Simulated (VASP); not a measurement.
Wanted: the native input for a VASP 6.6.1 run.

```
Task                   : single point
Functional             : PBE
Dispersion             : D3(BJ)
Potentials or basis    : VASP PAW PBE potentials, release 64 (Sn_d)
Cutoff                 : 520 eV
k mesh                 : 20 × 20 × 20
Occupations            : gaussian, width 0.15 eV
Spin                   : no spin polarisation
Dipole correction      : no
Further INCAR settings : ALGO = Fast; EDIFF = 1e-06; NBANDS = 13
```

The structure of Sn lies in POSCAR:

```
Sn
1.0
   -1.7829356241      1.7829356241      2.1395227489
    1.7829356241     -1.7829356241      2.1395227489
    1.7829356241      1.7829356241     -2.1395227489
Sn
1
Direct
    0.0000000000      0.0000000000      0.0000000000
```

This cell differs from its parent crystal: ratio of the length along z to the lengths across it x 1.2, volume and fractional coordinates fixed.

These files were run (other wordings do the same):

INCAR

```
SYSTEM = Sn
PREC = Accurate ; ENCUT = 520
EDIFF = 1E-6 ; ISMEAR = 0
SIGMA = 0.15 ; LREAL = .False.
LASPH = .True. ; NELM = 60
ALGO = Fast ; ISIF = 2
LWAVE = .False. ; LCHARG = .False.
GGA = PE ; IVDW = 12
NBANDS = 13
```

KPOINTS

```
regular mesh
0
Gamma
  20 20 20
  0 0 0
```

Potentials or basis: VASP PAW PBE potentials, release 64 (Sn_d).

Run with:

```bash
$ cat potpaw_PBE.64/Sn_d/POTCAR > POTCAR
$ mpirun -np 1 vasp_std > vasp.out
```

It gave:

- Pressure: -1.1 GPa
- Band gap on the k mesh: zero (bands 7 and 8 overlap by 9.77 eV)
- Dispersion energy per atom: -0.385 eV

Caveat: spin-orbit coupling is left out, which moves the levels of the heavy elements.

Wall time 6.5 min on 1 thread of Intel Xeon 8259CL, on a shared host, peak memory 0.34 GiB.
